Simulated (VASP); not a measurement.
The system is TiO2.

```xyz
24
Lattice="5.1491 0.0000 0.0000 0.0000 9.1942 0.0000 0.0000 0.0000 5.4591" Properties=species:S:1:pos:R:3 pbc="T T T"
Ti    0.7101    3.4113    2.1977
Ti    3.2847    1.1858    3.2614
Ti    1.8644    5.7829    4.9273
Ti    4.4390    8.0084    0.5318
Ti    4.4390    5.7829    3.2614
Ti    1.8644    8.0084    2.1977
Ti    3.2847    3.4113    0.5318
Ti    0.7101    1.1858    4.9273
O     2.3928    2.4798    2.1290
O     4.9674    2.1173    3.3301
O     0.1817    6.7144    4.8586
O     2.7563    7.0769    0.6005
O     2.7563    6.7144    3.3301
O     0.1817    7.0769    2.1290
O     4.9674    2.4798    0.6005
O     2.3928    2.1173    4.8586
O     4.2049    0.0964    4.6467
O     1.6304    4.5008    0.8124
O     3.5187    9.0979    1.9172
O     0.9442    4.6935    3.5419
O     0.9442    9.0979    0.8124
O     3.5187    4.6935    4.6467
O     1.6304    0.0964    3.5419
O     4.2049    4.5008    1.9172
```

Base run:

- Program: VASP 6.6.1
- Functional: r2SCAN
- Potentials or basis: VASP PAW PBE potentials, release 64 (Ti_sv, O)
- Cutoff: 520 eV
- k mesh: 5 × 3 × 5
- Occupations: fermi-dirac, width 0.02 eV
- Spin: no spin polarisation

Its results: band gap on the k mesh 2.68 eV, direct; pressure 0.0 GPa; largest force 0.022 eV/Å.

Q: The run is repeated on the same cell with these changes: functional from r2SCAN to PBE. What comes out?

A: Band gap on the k mesh 2.28 eV, direct; pressure 4.5 GPa; largest force 0.099 eV/Å.

r2SCAN gives the wider gap, since meta-GGAs in the generalised Kohn-Sham scheme recover part of the derivative discontinuity.

Caveats: the PAW data sets were made with another functional, which shifts forces and pressure a little (some runs).

A k mesh can miss the band edges.
